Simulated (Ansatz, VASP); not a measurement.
One calculation of PbO2, two programs

File INCAR:

```
PREC = Accurate
ENCUT = 520
EDIFF = 1E-6
ISMEAR = -1
SIGMA = 0.025
LREAL = F
LASPH = T
NELM = 60
ALGO = Normal
ISIF = 2
LWAVE = F
LCHARG = F
GGA = B5
ALDAX = 1.0
AGGAX = 1.0
AGGAC = 1.0
ALDAC = 0.0
IVDW = 13
VDW_S6 = 1.0
VDW_S8 = 2.34076671
VDW_A1 = 0.44488865
VDW_A2 = 4.0933009
NBANDS = 20
```

Contents of KPOINTS:

```
regular mesh
0
Gamma
  9 9 9
```

POSCAR

```
PbO2
1.0
    0.0000000000      2.7019920000      2.7019920000
    2.7019920000      0.0000000000      2.7019920000
    2.7019920000      2.7019920000      0.0000000000
Pb O
1 2
Direct
    0.0000000000      0.0000000000      0.0000000000
    0.7500000000      0.7500000000      0.7500000000
    0.2500000000      0.2500000000      0.2500000000
```

File input.yaml:

```yaml
crystal:
  lattice:
    - [0.0, 2.701992, 2.701992]
    - [2.701992, 0.0, 2.701992]
    - [2.701992, 2.701992, 0.0]
  atoms:
    - { symbol: Pb, position: [0.0, 0.0, 0.0] }
    - { symbol: O, position: [0.75, 0.75, 0.75] }
    - { symbol: O, position: [0.25, 0.25, 0.25] }
hamiltonian:
  xc: blyp
  pseudopotentials: { kind: paw, xc_functional: lda, accuracy: standard }
  dispersion: d4
kpoints:
  mp_grid: { grid: [9, 9, 9] }
scf:
  occupations: { method: fermi_dirac, width: 0.025 }
output:
  forces: true
  stress: true
  eigenvalues: true
  write_density: true
  write_potential: true
  elf: true
  volumetric_format: npy
```

Alike in both runs: task single point; functional BLYP; dispersion D4; k mesh 9 × 9 × 9; occupations fermi-dirac, width 0.025 eV; no spin polarisation.

```csv
,VASP,Ansatz
version,VASP 6.6.1,Ansatz 0.2.0
potentials or method,"VASP PAW PBE potentials, release 64 (Pb_d, O)",JTH PAW LDA
plane-wave cutoff (eV),520,1800
valence electrons in the cell,26,26
```

|  | VASP | Ansatz | Ansatz less VASP |
| --- | --- | --- | --- |
| gap on the k mesh at the Fermi level (eV) | none | none | - |
| pressure (GPa) | 1.0 | 0.5 | -0.43 |

VASP's potentials were made for PBE, not for BLYP. A gap of «none» marks a metal or a gap that the smearing closes.

Neither program's run includes spin-orbit coupling.
